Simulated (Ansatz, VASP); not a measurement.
## Two plane-wave programs on Rh

Contents of INCAR:

```
SYSTEM = Rh
PREC = Accurate
ENCUT = 400
EDIFF = 1E-6
ISMEAR = -1
SIGMA = 0.08
LREAL = .False.
LASPH = .True.
NELM = 120
ALGO = Normal
ISIF = 2
LWAVE = .False.
LCHARG = .False.
LDIPOL = .True.
IDIPOL = 3
DIPOL = 0.5 0.5 0.500
GGA = PS
NBANDS = 62
GGA_COMPAT = .False.
NELMDL = -8
```

KPOINTS

```
Automatic mesh
0
Gamma
  14 10 1
  0 0 0
```

Contents of POSCAR:

```
Rh
1.0
    2.6734738989      0.0000000000      0.0000000000
    0.0000000000      3.7808630465      0.0000000000
    0.0000000000      0.0000000000     24.0204000000
Rh
7
Direct
    0.0000000000      0.0000000000      0.3330497890
    0.5000000000      0.5000000000      0.3886998593
    0.0000000000      0.0000000000      0.4443499297
    0.5000000000      0.5000000000      0.5000000000
    0.0000000000      0.0000000000      0.5556500703
    0.5000000000      0.5000000000      0.6113001407
    0.0000000000      0.0000000000      0.6669502110
```

Input for Ansatz:

```yaml
crystal:
  lattice:
    - [2.6734738989, 0.0, 0.0]
    - [0.0, 3.7808630465, 0.0]
    - [0.0, 0.0, 24.0204]
  atoms:
    - { symbol: Rh, position: [0.0, 0.0, 0.333049789] }
    - { symbol: Rh, position: [0.5, 0.5, 0.3886998593] }
    - { symbol: Rh, position: [0.0, 0.0, 0.4443499297] }
    - { symbol: Rh, position: [0.5, 0.5, 0.5] }
    - { symbol: Rh, position: [0.0, 0.0, 0.5556500703] }
    - { symbol: Rh, position: [0.5, 0.5, 0.6113001407] }
    - { symbol: Rh, position: [0.0, 0.0, 0.666950211] }
kpoints:
  mp_grid: { grid: [14, 10, 1] }
scf:
  occupations: { method: fermi_dirac, width: 0.08 }
hamiltonian:
  xc: pbesol
  pseudopotentials: { kind: paw }
output:
  forces: true
  stress: true
  eigenvalues: true
  populations: true
efield:
  axis: 3
  amplitude: 0
  dipole_correction: true
```

Alike in both runs: task single point; functional PBEsol; k mesh 14 × 10 × 1; occupations fermi-dirac, width 0.08 eV; no spin polarisation.

|  | VASP | Ansatz |
| --- | --- | --- |
| version | VASP 6.6.1 | Ansatz 0.2.0 |
| potentials or method | VASP PAW PBE potentials, release 64 (Rh_pv) | PAW with Ansatz's default frozen-core files, scalar-relativistic |
| plane-wave cutoff (eV) | 400 | 420 |
| valence electrons in the cell | 105 | 119 |

```csv
,VASP,Ansatz,Ansatz less VASP
rms of the force components (eV/Å),0.376,0.374,-0.0013
```

VASP's potentials were made for PBE, not for PBEsol. Atom by atom the forces differ by 0.002 eV/Å (rms over components). VASP's potentials hold 105 valence electrons a cell and Ansatz's 119, so a difference there can come from the potentials and not from the codes.
